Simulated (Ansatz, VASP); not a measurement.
**One calculation of TiAl, two programs**

```
Ti Al
1.0
     3.81579    0.00000    0.00000
     0.00000    3.81579    0.00000
     0.00000    0.00000    2.59180
Ti Al
1 1
Direct
  0.00000 0.00000 0.50000
  0.50000 0.50000 0.50000
```

Alike in both runs: task relaxation of cell and atoms; functional PBE; k mesh 14 × 14 × 22; occupations gaussian, width 0.1 eV; no spin polarisation.

|  | VASP | Ansatz |
| --- | --- | --- |
| version | VASP 6.6.1 | Ansatz 0.2.0 |
| potentials or method | VASP PAW PBE potentials, release 64 (Ti_sv, Al), cutoff 600 eV | scalar-relativistic, plane waves, PAW |
| valence electrons in the cell | 15 | 15 |

Ansatz gave:

* gap on the k mesh at the Fermi level, each at its own relaxed structure (eV): none
* relaxed volume (Å³/atom): 18.86
* relaxed cell length with the largest relative difference (Å): 2.600

Task: Which values does VASP return?

Result: gap on the k mesh at the Fermi level, each at its own relaxed structure (eV): none; relaxed volume (Å³/atom): 18.85; relaxed cell length with the largest relative difference (Å): 2.599.

A gap of «none» marks a metal or a gap that the smearing closes.
